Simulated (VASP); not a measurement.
# Sb2Se3 (Pnma) in VASP: single point with PBE

Aim: the single point of Sb2Se3 with PBE.

All numbers are computed with VASP 6.6.1; they aren't measurements. Logs are shortened: lines on timing, memory, paths and dates and some standing lists are left out, and cuts for length are marked.

## Step 1: The cell of the first run

The structure is orthorhombic, space group Pnma (No. 62). The conventional cell has a = 12.848 Å, b = 4.030 Å, c = 11.538 Å, α = 90.00°, β = 90.00°, γ = 90.00°. Within 3.5 Å of Sb (site symmetry m) lie 5 Se at 2.62 to 3.04 Å. Sb (site symmetry m) has 6 Se at 2.70 to 3.27 Å within 3.6 Å. Within 3.5 Å of Se (site symmetry m) lie 5 Sb at 2.62 to 3.23 Å. Within 3.6 Å of Se (site symmetry m) lie 3 Sb at 2.70 to 2.82 Å and 1 Se at 3.49 Å. Se (site symmetry m) has 3 Sb at 2.71 to 3.27 Å and 1 Se at 3.49 Å within 3.6 Å.

## Step 2: Single point, PBE

File INCAR:

```
ALGO = Normal
EDIFF = 1E-6
ENCUT = 520
GGA = PE
ISIF = 2
ISMEAR = 0
LASPH = True
LCHARG = False
LREAL = Auto
LWAVE = False
NBANDS = 72
NELM = 100
PREC = Accurate
SIGMA = 0.02
```

File KPOINTS:

```
k-points
0
Gamma
  2 6 2
```

File POSCAR:

```
Sb2Se3
1.0
   12.8480790817      0.0000000000      0.0000000000
    0.0000000000      4.0296916252      0.0000000000
    0.0000000000      0.0000000000     11.5375191227
Sb Se
8 12
Direct
    0.1372530643      0.7500000000      0.0366988113
    0.8627469357      0.2500000000      0.9633011887
    0.3627469357      0.2500000000      0.5366988113
    0.6372530643      0.7500000000      0.4633011887
    0.0365634812      0.2500000000      0.3316388767
    0.9634365188      0.7500000000      0.6683611233
    0.4634365188      0.7500000000      0.8316388767
    0.5365634812      0.2500000000      0.1683611233
    0.9530180449      0.7500000000      0.1331342082
    0.0469819551      0.2500000000      0.8668657918
    0.5469819551      0.2500000000      0.6331342082
    0.4530180449      0.7500000000      0.3668657918
    0.2043900089      0.2500000000      0.1906202124
    0.7956099911      0.7500000000      0.8093797876
    0.2956099911      0.7500000000      0.6906202124
    0.7043900089      0.2500000000      0.3093797876
    0.6277308343      0.7500000000      0.0477044304
    0.3722691657      0.2500000000      0.9522955696
    0.8722691657      0.2500000000      0.5477044304
    0.1277308343      0.7500000000      0.4522955696
```

Potentials or basis: VASP PAW PBE potentials, release 64 (Sb, Se).

The run is started by

```
> cat potpaw_PBE.64/Sb/POTCAR potpaw_PBE.64/Se/POTCAR > POTCAR
> mpirun -np 1 vasp_std > vasp.out
```

OUTCAR:

```text
EDIFF = 1E-6
   ENCUT = 520
   GGA = PE
   ISIF = 2
   ISMEAR = 0
   LASPH = True
   LREAL = Auto
   NELM = 100
   PREC = Accurate

 ion  position               nearest neighbor table
   1  0.137  0.750  0.037-   9 2.62  13 2.82  13 2.82  10 3.04  10 3.04
   2  0.863  0.250  0.963-  10 2.62  14 2.82  14 2.82   9 3.04   9 3.04
   3  0.363  0.250  0.537-  11 2.62  15 2.82  15 2.82  12 3.04  12 3.04
   4  0.637  0.750  0.463-  12 2.62  16 2.82  16 2.82  11 3.04  11 3.04
   5  0.037  0.250  0.332-  13 2.70  20 2.71  20 2.71   9 3.23   9 3.23  19 3.27
   6  0.963  0.750  0.668-  14 2.70  19 2.71  19 2.71  10 3.23  10 3.23  20 3.27
   7  0.463  0.750  0.832-  15 2.70  18 2.71  18 2.71  11 3.23  11 3.23  17 3.27
   8  0.537  0.250  0.168-  16 2.70  17 2.71  17 2.71  12 3.23  12 3.23  18 3.27
   9  0.953  0.750  0.133-   1 2.62   2 3.04   2 3.04   5 3.23   5 3.23
  10  0.047  0.250  0.867-   2 2.62   1 3.04   1 3.04   6 3.23   6 3.23
  11  0.547  0.250  0.633-   3 2.62   4 3.04   4 3.04   7 3.23   7 3.23
  12  0.453  0.750  0.367-   4 2.62   3 3.04   3 3.04   8 3.23   8 3.23
  13  0.204  0.250  0.191-   5 2.70   1 2.82   1 2.82
  14  0.796  0.750  0.809-   6 2.70   2 2.82   2 2.82
  15  0.296  0.750  0.691-   7 2.70   3 2.82   3 2.82
  16  0.704  0.250  0.309-   8 2.70   4 2.82   4 2.82
  17  0.628  0.750  0.048-   8 2.71   8 2.71   7 3.27
  18  0.372  0.250  0.952-   7 2.71   7 2.71   8 3.27
  19  0.872  0.250  0.548-   6 2.71   6 2.71   5 3.27
  20  0.128  0.750  0.452-   5 2.71   5 2.71   6 3.27

  LATTYP: Found a simple orthorhombic cell.
 ALAT       =     4.0296916252
 B/A-ratio  =     2.8631270568
 C/A-ratio  =     3.1883529254

  Lattice vectors:

 A1 = (   0.0000000000,   4.0296916252,   0.0000000000)
 A2 = (   0.0000000000,   0.0000000000,  11.5375191227)
 A3 = (  12.8480790817,   0.0000000000,   0.0000000000)

Analysis of symmetry for initial positions (statically):
=====================================================================
 Subroutine PRICEL returns:
 Original cell was already a primitive cell.

 Routine SETGRP: Setting up the symmetry group for a
 simple orthorhombic supercell.

 Subroutine GETGRP returns: Found  8 space group operations
 (whereof  2 operations were pure point group operations)
 out of a pool of  8 trial point group operations.

The static configuration has the point symmetry S_2 .
 The point group associated with its full space group is D_2h.

Analysis of symmetry for dynamics (positions and initial velocities):
=====================================================================
 Subroutine PRICEL returns:
 Original cell was already a primitive cell.

 Routine SETGRP: Setting up the symmetry group for a
 simple orthorhombic supercell.

 Subroutine GETGRP returns: Found  8 space group operations
 (whereof  2 operations were pure point group operations)
 out of a pool of  8 trial point group operations.

The dynamic configuration has the point symmetry S_2 .
 The point group associated with its full space group is D_2h.

 Subroutine INISYM returns: Found  8 space group operations
 (whereof  2 operations are pure point group operations),
 and found     1 'primitive' translations

----------------------------------------------------------------------------------------

                                     Primitive cell

  volume of cell :     597.3412

  direct lattice vectors                    reciprocal lattice vectors
    12.848079082  0.000000000  0.000000000     0.077832647  0.000000000  0.000000000
     0.000000000  4.029691625  0.000000000     0.000000000  0.248157947  0.000000000
     0.000000000  0.000000000 11.537519123     0.000000000  0.000000000  0.086673746

  length of vectors
    12.848079082  4.029691625 11.537519123     0.077832647  0.248157947  0.086673746

  position of ions in fractional coordinates (direct lattice)
     0.137253064  0.750000000  0.036698811
     0.862746936  0.250000000  0.963301189
     0.362746936  0.250000000  0.536698811
     0.637253064  0.750000000  0.463301189
     0.036563481  0.250000000  0.331638877
     0.963436519  0.750000000  0.668361123
[... 12 lines left out ...]
     0.872269166  0.250000000  0.547704430
     0.127730834  0.750000000  0.452295570

  ion indices of the primitive-cell ions
   primitive index   ion index
                 1           1
                 2           2
                 3           3
                 4           4
                 5           5
                 6           6
[... 12 lines left out ...]
                19          19
                20          20

----------------------------------------------------------------------------------------

 KPOINTS: k-points

Automatic generation of k-mesh.
 Grid dimensions read from file:
 generate k-points for:    2    6    2

 Generating k-lattice:

  Cartesian coordinates                     Fractional coordinates (reciprocal lattice)
     0.038916323  0.000000000  0.000000000     0.500000000  0.000000000  0.000000000
     0.000000000  0.041359658  0.000000000     0.000000000  0.166666667  0.000000000
     0.000000000  0.000000000  0.043336873     0.000000000  0.000000000  0.500000000

  Length of vectors
     0.038916323  0.041359658  0.043336873

  Shift w.r.t. Gamma in fractional coordinates (k-lattice)
     0.000000000  0.000000000  0.000000000

 Subroutine IBZKPT returns following result:
 ===========================================

 Found     16 irreducible k-points:

 Following reciprocal coordinates:
            Coordinates               Weight
  0.000000  0.000000  0.000000      1.000000
  0.500000  0.000000  0.000000      1.000000
  0.000000  0.166667  0.000000      2.000000
  0.500000  0.166667  0.000000      2.000000
  0.000000  0.333333  0.000000      2.000000
  0.500000  0.333333  0.000000      2.000000
[... 8 lines left out ...]
  0.000000  0.500000  0.500000      1.000000
  0.500000  0.500000  0.500000      1.000000
   k-points           NKPTS =     16   k-points in BZ     NKDIM =     16   number of bands    NBANDS=     72
   number of dos      NEDOS =    301   number of ions     NIONS =     20
   total plane-waves  NPLWV = 259200
   dimension x,y,z NGX =    96 NGY =   30 NGZ =   90
   dimension x,y,z NGXF=   192 NGYF=   60 NGZF=  180
   ions per type =               8  12
   NGX,Y,Z   is equivalent  to a cutoff of  12.42, 12.38, 12.97 a.u.
   NGXF,Y,Z  is equivalent  to a cutoff of  24.84, 24.75, 25.94 a.u.
 SYSTEM =  unknown system
   PREC   = accura    normal or accurate (medium, high low for compatibility)
   ISTART =      0    job   : 0-new  1-cont  2-samecut
   ICHARG =      2    charge: 1-file 2-atom 10-const
   ISPIN  =      1    spin polarized calculation?
   LNONCOLLINEAR =      F non collinear calculations
   LSORBIT =      F    spin-orbit coupling
   LASPH  =      T    aspherical Exc in radial PAW
   ENCUT  =  520.0 eV  38.22 Ry    6.18 a.u.  23.89  7.49 21.45*2*pi/ulx,y,z
   NELM   =    100;   NELMIN=  2; NELMDL= -5     # of ELM steps
   EDIFF  = 0.1E-05   stopping-criterion for ELM
   LREAL  =      T    real-space projection
   EDIFFG = 0.1E-04   stopping-criterion for IOM
   NSW    =      0    number of steps for IOM
   IBRION =     -1    ionic relax: 0-MD 1-quasi-New 2-CG
   NFREE  =      0    steps in history (QN), initial steepest desc. (CG)
   ISIF   =      2    stress and relaxation
   ISYM   =      2    0-nonsym 1-usesym 2-fastsym
   POTIM  = 0.5000    time-step for ionic-motion
   TEBEG  =    0.0;   TEEND  =   0.0 temperature during run
   PSTRESS=    0.0 pullay stress
   NELECT =     112.0000    total number of electrons
   NUPDOWN=      -1.0000    fix difference up-down
   EMIN   =  10.00;   EMAX   =-10.00  energy-range for DOS
   EFERMI =   0.00;   METHOD = LEGACY
   ISMEAR =     0;   SIGMA  =   0.02  broadening in eV -4-tet -1-fermi 0-gaus
   EFERMI_NEDOS =   21; number of points for ismear=-14 and -15
   IALGO  =     38    algorithm
   IMIX   =      4    mixing-type and parameters
     AMIX     =   0.40;   BMIX     =  1.00
     AMIX_MAG =   1.60;   BMIX_MAG =  1.00
  volume/ion in A,a.u.               =      29.87       201.55
  Fermi-wavevector in a.u.,A,eV,Ry     =   0.937001  1.770675 11.945517  0.877971
  Thomas-Fermi vector in A             =   2.064068
   LORBIT       =      0    0 simple, 1 ext, 2 COOP (PROOUT), +10 PAW based schemes
   GGA     = PE    functional components
   LHFCALC =     F    Hartree Fock is set to
   AEXX    =    0.0000 exact exchange contribution
   IVDW    =     0    specifies the selected vdW correction
   LEPSILON=     F    determine dielectric tensor
   LRPA    =     F    only Hartree local field effects (RPA)
 non-spin polarized calculation
 Gauss-broadening in eV      SIGMA  =   0.02
  energy-cutoff  :      520.00
  volume of cell :      597.34
 maximum number of plane-waves:     16126
 NGX is ok and might be reduce to    96
   NGX = 47   NGY = 15   NGZ = 43

 number of electron     111.9999991 magnetization

 Free energy of the ion-electron system (eV)
  ---------------------------------------------------
  ext. energy  EPLUGINS =         0.00000000
  ---------------------------------------------------
  free energy    TOTEN  =       -80.42581240 eV

  energy without entropy =      -80.42581240  energy(sigma->0) =      -80.42581240

 E-fermi :   3.8204     XC(G=0):  -8.8493

 val. band max:        3.7206124593   @ k =   0.5000   0.0000   0.0000
 cond. band min:       4.5787184218   @ k =   0.0000   0.0000   0.5000
 fundamental gap:      0.8581059624
 Fermi energy:         3.8204267405

 k-point     1 :       0.0000    0.0000    0.0000
  band No.  band energies     occupation
      1     -10.1729      2.00000
      2      -9.9996      2.00000
      3      -9.6686      2.00000
      4      -9.5469      2.00000
      5      -9.3815      2.00000
      6      -9.2714      2.00000
[... 60 lines left out ...]
     67       6.0846      0.00000
     68       6.3011      0.00000
[... 1063 lines left out ...]
     67       6.5788      0.00000
     68       6.5788      0.00000
 [bands above 68 left out]

------------------------ aborting loop because EDIFF is reached ----------------------------------------

  FORCE on cell =-STRESS in cart. coord.  units (eV):
  Direction    XX          YY          ZZ          XY          YZ          ZX
  --------------------------------------------------------------------------------------
  -------------------------------------------------------------------------------------
  Total        0.4162902      0.0395184      0.1162908      0.0000000      0.0000000      0.0000000
  in kB        1.1165657      0.1059956      0.3119130      0.0000000      0.0000000      0.0000000
  external PRESSURE =       0.5114914 kB  Pullay stress =       0.0000000 kB

 VOLUME and BASIS-vectors are now :
 -----------------------------------------------------------------------------
  energy-cutoff  :      520.00
  volume of cell :      597.34
      direct lattice vectors                 reciprocal lattice vectors
    12.848079082  0.000000000  0.000000000     0.077832647  0.000000000  0.000000000
     0.000000000  4.029691625  0.000000000     0.000000000  0.248157947  0.000000000
     0.000000000  0.000000000 11.537519123     0.000000000  0.000000000  0.086673746

 POSITION                                       TOTAL-FORCE (eV/Angst)
 -----------------------------------------------------------------------------------
      1.76344      3.02227      0.42341         0.013744     -0.000000     -0.023903
     11.08464      1.00742     11.11411        -0.013744      0.000000      0.023903
      4.66060      1.00742      6.19217        -0.013744     -0.000000     -0.023903
      8.18748      3.02227      5.34535         0.013744     -0.000000      0.023903
      0.46977      1.00742      3.82629        -0.030757      0.000000     -0.006612
     12.37831      3.02227      7.71123         0.030757      0.000000      0.006612
[... 12 lines left out ...]
     11.20698      1.00742      6.31915        -0.013992      0.000000     -0.023457
      1.64110      3.02227      5.21837         0.013992      0.000000      0.023457
 -----------------------------------------------------------------------------------
    total drift:                               -0.000000      0.000000     -0.000000

  FREE ENERGIE OF THE ION-ELECTRON SYSTEM (eV)
  ---------------------------------------------------
  free  energy   TOTEN  =       -80.4258123976 eV

  energy  without entropy=      -80.4258123976  energy(sigma->0) =      -80.42581240
```

Run time: 16 min. Hardware: 1 thread of Intel Xeon Platinum 8488C (Sapphire Rapids), shared host; peak memory 0.79 GiB.

What came out:

```
Free energy            : -80.4258 eV
Pressure               : 0.1 GPa
Largest force          : 0.031 eV/Å
Band gap on the k mesh : 0.86 eV (least direct gap 1.01 eV)
```

Forces in eV/Å, atoms in the order of the input:
```
Sb   0.014  0.000 -0.024
Sb  -0.014  0.000  0.024
Sb  -0.014  0.000 -0.024
Sb   0.014  0.000  0.024
Sb  -0.031  0.000 -0.007
Sb   0.031  0.000  0.007
Sb   0.031  0.000 -0.007
Sb  -0.031  0.000  0.007
Se  -0.027  0.000  0.010
Se   0.027  0.000 -0.010
Se   0.027  0.000  0.010
Se  -0.027  0.000 -0.010
Se   0.009  0.000 -0.005
Se  -0.009  0.000  0.005
Se  -0.009  0.000 -0.005
Se   0.009  0.000  0.005
Se   0.014  0.000 -0.023
Se  -0.014  0.000  0.023
Se  -0.014  0.000 -0.023
Se   0.014  0.000  0.023
```

Stress tensor (GPa, compression positive):
```
0.11 0.00 0.00
0.00 0.01 0.00
0.00 0.00 0.03
```

Caveat: spin-orbit coupling is left out, which moves the levels of the heavy elements. A k mesh can miss the band edges.
